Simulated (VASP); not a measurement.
# Au (Cmcm) in VASP: a series of runs

The runs below take Au through single point, with PBEsol.

Program: VASP 6.6.1. These are calculated values, not measurements. Logs are shortened: lines on timing, memory, paths and dates and some standing lists are left out, and cuts for length are marked.

### Step 1. The cell of the first run

Symmetry: Cmcm, No. 63, orthorhombic system. The conventional cell has a = 3.067 Å, b = 5.474 Å, c = 4.801 Å, α = 90.00°, β = 90.00°, γ = 90.00°. Within 3.9 Å of Au (site symmetry m2m) lie 12 Au at 3.00 to 3.14 Å.

### Step 2. Single point, PBEsol (strain +0.0875 x Voigt [1, 1, 0, 0, 0, 0])

INCAR

```
ALGO     = Fast           # electronic algorithm
EDIFF    = 1E-6           # SCF threshold, eV
ENCUT    = 520            # plane-wave cutoff, eV
GGA      = PS             # functional
ISIF     = 2              # what is computed and relaxed
ISMEAR   = 0              # smearing method
LASPH    = T              # aspherical terms in the spheres
LCHARG   = F              # write CHGCAR
LREAL    = F              # projectors in reciprocal space
LWAVE    = F              # write WAVECAR
NBANDS   = 18             # bands
NELM     = 80             # most SCF steps
PREC     = Accurate       # precision mode
SIGMA    = 0.15           # smearing width, eV
```

KPOINTS

```
k-points
0
Gamma
  24 24 12
```

POSCAR

```
Au
1.0
    1.5333913463     -2.7372408701      0.0000000000
    1.5333913463      2.7372408701      0.0000000000
    0.0000000000      0.0000000000      4.8006775662
Au
2
Direct
    0.6638639510      0.3361360490      0.2500000000
    0.3361360490      0.6638639510      0.7500000000
```

Potentials or basis: VASP PAW PBE potentials, release 64 (Au).

On the command line:

```sh
cat potpaw_PBE.64/Au/POTCAR > POTCAR
mpirun -np 1 vasp_std > vasp.out
```

OUTCAR:

```text
EDIFF = 1E-6
   ENCUT = 520
   GGA = PS
   ISIF = 2
   ISMEAR = 0
   LASPH = T
   LREAL = F
   NELM = 80
   PREC = Accurate

 ion  position               nearest neighbor table
   1  0.664  0.336  0.250-   2 3.00   2 3.00   2 3.00   2 3.00   2 3.00   2 3.00
   2  0.336  0.664  0.750-   1 3.00   1 3.00   1 3.00   1 3.00   1 3.00   1 3.00

  LATTYP: Found a base centered orthorhombic cell.
 ALAT       =     3.0667826926
 B/A-ratio  =     1.7850895511
 C/A-ratio  =     1.5653791114

  Lattice vectors:

 A1 = (   1.5333913463,  -2.7372408701,   0.0000000000)
 A2 = (   1.5333913463,   2.7372408701,   0.0000000000)
 A3 = (   0.0000000000,   0.0000000000,   4.8006775662)

Analysis of symmetry for initial positions (statically):
=====================================================================
 Subroutine PRICEL returns:
 Original cell was already a primitive cell.

 Routine SETGRP: Setting up the symmetry group for a
 base centered orthorhombic supercell.

 Subroutine GETGRP returns: Found  8 space group operations
 (whereof  4 operations were pure point group operations)
 out of a pool of  8 trial point group operations.

The static configuration has the point symmetry C_2h.
 The point group associated with its full space group is D_2h.

Analysis of symmetry for dynamics (positions and initial velocities):
=====================================================================
 Subroutine PRICEL returns:
 Original cell was already a primitive cell.

 Routine SETGRP: Setting up the symmetry group for a
 base centered orthorhombic supercell.

 Subroutine GETGRP returns: Found  8 space group operations
 (whereof  4 operations were pure point group operations)
 out of a pool of  8 trial point group operations.

The dynamic configuration has the point symmetry C_2h.
 The point group associated with its full space group is D_2h.

 Subroutine INISYM returns: Found  8 space group operations
 (whereof  4 operations are pure point group operations),
 and found     1 'primitive' translations

----------------------------------------------------------------------------------------

                                     Primitive cell

  volume of cell :      40.2994

  direct lattice vectors                    reciprocal lattice vectors
     1.533391346 -2.737240870  0.000000000     0.326074620 -0.182665693  0.000000000
     1.533391346  2.737240870  0.000000000     0.326074620  0.182665693  0.000000000
     0.000000000  0.000000000  4.800677566     0.000000000  0.000000000  0.208303929

  length of vectors
     3.137479339  3.137479339  4.800677566     0.373753144  0.373753144  0.208303929

  position of ions in fractional coordinates (direct lattice)
     0.663863951  0.336136049  0.250000000
     0.336136049  0.663863951  0.750000000

  ion indices of the primitive-cell ions
   primitive index   ion index
                 1           1
                 2           2

----------------------------------------------------------------------------------------

 KPOINTS: k-points

Automatic generation of k-mesh.
 Grid dimensions read from file:
 generate k-points for:   24   24   12

 Generating k-lattice:

  Cartesian coordinates                     Fractional coordinates (reciprocal lattice)
     0.013586442 -0.007611071  0.000000000     0.041666667  0.000000000  0.000000000
     0.013586442  0.007611071  0.000000000     0.000000000  0.041666667  0.000000000
     0.000000000  0.000000000  0.017358661     0.000000000  0.000000000  0.083333333

  Length of vectors
     0.015573048  0.015573048  0.017358661

  Shift w.r.t. Gamma in fractional coordinates (k-lattice)
     0.000000000  0.000000000  0.000000000

 Subroutine IBZKPT returns following result:
 ===========================================

 Found   1099 irreducible k-points:

 Following reciprocal coordinates:
            Coordinates               Weight
  0.000000  0.000000  0.000000      1.000000
  0.041667  0.000000  0.000000      4.000000
  0.083333 -0.000000  0.000000      4.000000
  0.125000 -0.000000  0.000000      4.000000
  0.166667  0.000000  0.000000      4.000000
  0.208333 -0.000000  0.000000      4.000000
[... 16 lines left out ...]
  0.416667  0.041667  0.000000      4.000000
  0.458333  0.041667  0.000000      4.000000
 [... further k-points ...]
   k-points           NKPTS =   1099   k-points in BZ     NKDIM =   1099   number of bands    NBANDS=     18
   number of dos      NEDOS =    301   number of ions     NIONS =      2
   total plane-waves  NPLWV =  20736
   dimension x,y,z NGX =    24 NGY =   24 NGZ =   36
   dimension x,y,z NGXF=    48 NGYF=   48 NGZF=   72
   ions per type =               2
   NGX,Y,Z   is equivalent  to a cutoff of  12.72, 12.72, 12.47 a.u.
   NGXF,Y,Z  is equivalent  to a cutoff of  25.43, 25.43, 24.93 a.u.
 SYSTEM =  unknown system
   PREC   = accura    normal or accurate (medium, high low for compatibility)
   ISTART =      0    job   : 0-new  1-cont  2-samecut
   ICHARG =      2    charge: 1-file 2-atom 10-const
   ISPIN  =      1    spin polarized calculation?
   LNONCOLLINEAR =      F non collinear calculations
   LSORBIT =      F    spin-orbit coupling
   LASPH  =      T    aspherical Exc in radial PAW
   ENCUT  =  520.0 eV  38.22 Ry    6.18 a.u.   5.83  5.83  8.93*2*pi/ulx,y,z
   NELM   =     80;   NELMIN=  2; NELMDL= -5     # of ELM steps
   EDIFF  = 0.1E-05   stopping-criterion for ELM
   LREAL  =      F    real-space projection
   EDIFFG = 0.1E-04   stopping-criterion for IOM
   NSW    =      0    number of steps for IOM
   IBRION =     -1    ionic relax: 0-MD 1-quasi-New 2-CG
   NFREE  =      0    steps in history (QN), initial steepest desc. (CG)
   ISIF   =      2    stress and relaxation
   ISYM   =      2    0-nonsym 1-usesym 2-fastsym
   POTIM  = 0.5000    time-step for ionic-motion
   TEBEG  =    0.0;   TEEND  =   0.0 temperature during run
   PSTRESS=    0.0 pullay stress
   NELECT =      22.0000    total number of electrons
   NUPDOWN=      -1.0000    fix difference up-down
   EMIN   =  10.00;   EMAX   =-10.00  energy-range for DOS
   EFERMI =   0.00;   METHOD = LEGACY
   ISMEAR =     0;   SIGMA  =   0.15  broadening in eV -4-tet -1-fermi 0-gaus
   EFERMI_NEDOS =   21; number of points for ismear=-14 and -15
   IALGO  =     68    algorithm
   IMIX   =      4    mixing-type and parameters
     AMIX     =   0.40;   BMIX     =  1.00
     AMIX_MAG =   1.60;   BMIX_MAG =  1.00
  volume/ion in A,a.u.               =      20.15       135.98
  Fermi-wavevector in a.u.,A,eV,Ry     =   1.337980  2.528415 24.357011  1.790190
  Thomas-Fermi vector in A             =   2.466486
   LORBIT       =      0    0 simple, 1 ext, 2 COOP (PROOUT), +10 PAW based schemes
   GGA     = PS    functional components
   LHFCALC =     F    Hartree Fock is set to
   AEXX    =    0.0000 exact exchange contribution
   IVDW    =     0    specifies the selected vdW correction
   LEPSILON=     F    determine dielectric tensor
   LRPA    =     F    only Hartree local field effects (RPA)
 non-spin polarized calculation
 RMM-DIIS sequential band-by-band and
 Gauss-broadening in eV      SIGMA  =   0.15
  energy-cutoff  :      520.00
  volume of cell :       40.30
 maximum number of plane-waves:      1106
   NGX = 11   NGY = 11   NGZ = 17

 number of electron      22.0000002 magnetization

 Free energy of the ion-electron system (eV)
  ---------------------------------------------------
  ext. energy  EPLUGINS =         0.00000000
  ---------------------------------------------------
  free energy    TOTEN  =        -7.39537551 eV

  energy without entropy =       -7.38758457  energy(sigma->0) =       -7.39148004

 E-fermi :   6.6896     XC(G=0): -11.9079

 val. band max:        6.6875552301   @ k =   0.1667   0.0833   0.2500
 cond. band min:       6.6900923734   @ k =  -0.2500   0.0833   0.2500
 fundamental gap:      0.0025371433
 Fermi energy:         6.6896351290

 k-point     1 :       0.0000    0.0000    0.0000
  band No.  band energies     occupation
      1      -1.5493      2.00000
      2       0.9082      2.00000
      3       2.8134      2.00000
      4       3.0632      2.00000
      5       3.1086      2.00000
      6       3.2181      2.00000
[... 10 lines left out ...]
     17      23.0438      0.00000
     18      23.5253      0.00000

 k-point     2 :       0.0417    0.0000    0.0000
  band No.  band energies     occupation
      1      -1.5044      2.00000
      2       0.9402      2.00000
      3       2.8185      2.00000
      4       3.0230      2.00000
      5       3.1452      2.00000
      6       3.2545      2.00000
[... 10 lines left out ...]
     17      23.2671      0.00000
     18      23.5562      0.00000

 k-point     3 :       0.0833   -0.0000    0.0000
  band No.  band energies     occupation
      1      -1.3710      2.00000
      2       1.0327      2.00000
      3       2.7907      2.00000
      4       3.0265      2.00000
      5       3.1964      2.00000
      6       3.2276      2.00000
[... 10 lines left out ...]
     17      23.5675      0.00000
     18      23.6320      0.00000

 k-point     4 :       0.1250   -0.0000    0.0000
  band No.  band energies     occupation
      1      -1.1531      2.00000
      2       1.1740      2.00000
      3       2.7047      2.00000
      4       3.1267      2.00000
      5       3.1346      2.00000
      6       3.2090      2.00000
[... 375 lines left out ...]
      4       2.6341      2.00000
      5       3.1765      2.00000
      6       3.3793      2.00000
[... 10 lines left out ...]
     17      18.9429      0.00000
     18      21.1609      0.00000

 k-point    23 :       0.4167    0.0417    0.0000
  band No.  band energies     occupation
      1       1.1486      2.00000
      2       1.3541      2.00000
      3       1.6584      2.00000
      4       2.5950      2.00000
      5       3.3495      2.00000
      6       3.4022      2.00000
[... 10 lines left out ...]
     17      18.3259      0.00000
     18      20.9228      0.00000

 k-point    24 :       0.4583    0.0417    0.0000
  band No.  band energies     occupation
      1       1.1960      2.00000
      2       1.3221      2.00000
      3       1.6115      2.00000
      4       2.5758      2.00000
      5       3.3341      2.00000
      6       3.5415      2.00000
[... 10 lines left out ...]
     17      17.9489      0.00000
     18      20.8017      0.00000

 [... further k-points ...]

------------------------ aborting loop because EDIFF is reached ----------------------------------------

  FORCE on cell =-STRESS in cart. coord.  units (eV):
  Direction    XX          YY          ZZ          XY          YZ          ZX
  --------------------------------------------------------------------------------------
  -------------------------------------------------------------------------------------
  Total       -4.5289509     -4.4564122     -4.0708879      0.0000000      0.0000000      0.0000000
  in kB     -180.0568459   -177.1729354   -161.8457023      0.0000000      0.0000000      0.0000000
  external PRESSURE =    -173.0251612 kB  Pullay stress =       0.0000000 kB

 VOLUME and BASIS-vectors are now :
 -----------------------------------------------------------------------------
  energy-cutoff  :      520.00
  volume of cell :       40.30
      direct lattice vectors                 reciprocal lattice vectors
     1.533391346 -2.737240870  0.000000000     0.326074620 -0.182665693  0.000000000
     1.533391346  2.737240870  0.000000000     0.326074620  0.182665693  0.000000000
     0.000000000  0.000000000  4.800677566     0.000000000  0.000000000  0.208303929

 POSITION                                       TOTAL-FORCE (eV/Angst)
 -----------------------------------------------------------------------------------
      1.53339     -0.89707      1.20017         0.000000     -0.003671      0.000000
      1.53339      0.89707      3.60051         0.000000      0.003671      0.000000
 -----------------------------------------------------------------------------------
    total drift:                                0.000000      0.000000     -0.000000

  FREE ENERGIE OF THE ION-ELECTRON SYSTEM (eV)
  ---------------------------------------------------
  free  energy   TOTEN  =        -7.3953755118 eV

  energy  without entropy=       -7.3875845666  energy(sigma->0) =       -7.39148004
```

Wall time 10 min (1 thread of Oxide Virtual Turin-like, shared host); peak memory 0.65 GiB.

What came out:

* Free energy: -7.3954 eV
* Pressure: -17.3 GPa
* Largest force: 0.004 eV/Å
* Band gap on the k mesh: zero (bands 11 and 12 overlap by 5.55 eV)

Forces on the atoms (eV/Å):
```
Au   0.000 -0.004  0.000
Au   0.000  0.004  0.000
```

Levels at points of the mesh, in eV from the Fermi level:
| k point | band 9 | band 10 | band 11 | band 12 | band 13 | band 14 |
| --- | --- | --- | --- | --- | --- | --- |
| (0.00, 0.00, 0.00) | -3.25 | -1.96 | -1.93 | 0.13 | 2.94 | 13.89 |
| (0.50, 0.00, 0.00) | -1.76 | -1.63 | 0.16 | 0.88 | 6.03 | 6.81 |
| (0.50, 0.50, 0.00) | -1.77 | -1.62 | 0.00 | 0.59 | 5.89 | 6.58 |
| (0.00, 0.00, 0.50) | -2.35 | -2.35 | -2.24 | -2.24 | 11.34 | 11.34 |
| (0.50, 0.00, 0.50) | -1.81 | -1.81 | 0.77 | 0.77 | 3.13 | 3.13 |
| (0.50, 0.50, 0.50) | -1.86 | -1.86 | 0.51 | 0.51 | 2.87 | 2.87 |

Caveat: the cell differs from its parent crystal (strain +0.0875 x Voigt [1, 1, 0, 0, 0, 0]); the cell stands under tension; the PAW data sets were made with another functional, which shifts forces and pressure a little; spin-orbit coupling is left out, which moves the levels of the heavy elements.

### Step 3. Single point, PBEsol (strain +0.1000 x Voigt [1, 1, 0, 0, 0, 0])

INCAR: that of step 2 with these lines changed.

```diff
@@ -6,6 +6,8 @@
 ISMEAR   = 0              # smearing method
-LASPH    = T              # aspherical terms in the spheres
-LCHARG   = F              # write CHGCAR
-LREAL    = F              # projectors in reciprocal space
-LWAVE    = F              # write WAVECAR
+LASPH    = True           # aspherical terms in the spheres
+LCHARG   = True           # write CHGCAR
+LELF     = True           # ELF
+LREAL    = False          # projectors in reciprocal space
+LVHAR    = True         
+LWAVE    = False          # write WAVECAR
 NBANDS   = 18             # bands
```

KPOINTS is that of step 2.

POSCAR

```
Au
1.0
    1.5510165342     -2.7687034088      0.0000000000
    1.5510165342      2.7687034088      0.0000000000
    0.0000000000      0.0000000000      4.8006775662
Au
2
Direct
    0.6638639510      0.3361360490      0.2500000000
    0.3361360490      0.6638639510      0.7500000000
```

Potentials or basis: VASP PAW PBE potentials, release 64 (Au).

On the command line:

```sh
cat potpaw_PBE.64/Au/POTCAR > POTCAR
mpirun -np 1 vasp_std > vasp.out
```

It took 9.7 min on 1 thread of Oxide Virtual Turin-like, shared host; peak memory 0.66 GiB.

Results (log left out):

| Property | Result |
| --- | --- |
| Free energy | -7.2895 eV |
| Pressure | -18.3 GPa |
| Largest force | 0.005 eV/Å |
| Band gap on the k mesh | zero (bands 11 and 12 overlap by 5.39 eV) |

Forces on the atoms (eV/Å):
```
Au   0.000 -0.005  0.000
Au   0.000  0.005  0.000
```

Stress tensor (GPa, compression positive):
```
-18.89   0.00   0.00
  0.00 -18.47   0.00
  0.00   0.00 -17.44
```

Levels at points of the mesh, in eV from the Fermi level:
| k point | band 7 | band 8 | band 9 | band 10 | band 11 | band 12 | band 13 | band 14 | band 15 | band 16 |
| --- | --- | --- | --- | --- | --- | --- | --- | --- | --- | --- |
| (0.00, 0.00, 0.00) | -3.36 | -3.23 | -3.22 | -1.94 | -1.90 | 0.30 | 2.97 | 13.77 | 15.06 | 15.57 |
| (0.50, 0.00, 0.00) | -3.00 | -1.97 | -1.76 | -1.60 | 0.12 | 0.78 | 6.08 | 6.74 | 7.12 | 8.49 |
| (0.50, 0.50, 0.00) | -3.14 | -2.03 | -1.78 | -1.59 | -0.04 | 0.50 | 5.95 | 6.53 | 7.05 | 9.18 |
| (0.00, 0.00, 0.50) | -3.66 | -3.66 | -2.31 | -2.31 | -2.20 | -2.20 | 11.42 | 11.42 | 14.11 | 14.11 |
| (0.50, 0.00, 0.50) | -2.08 | -2.08 | -1.81 | -1.81 | 0.80 | 0.80 | 3.03 | 3.03 | 11.66 | 11.66 |
| (0.50, 0.50, 0.50) | -2.02 | -2.02 | -1.86 | -1.86 | 0.54 | 0.54 | 2.78 | 2.78 | 12.35 | 12.35 |

Caveat: the cell differs from its parent crystal (strain +0.1000 x Voigt [1, 1, 0, 0, 0, 0]); the cell stands under tension; the PAW data sets were made with another functional, which shifts forces and pressure a little; spin-orbit coupling is left out, which moves the levels of the heavy elements.
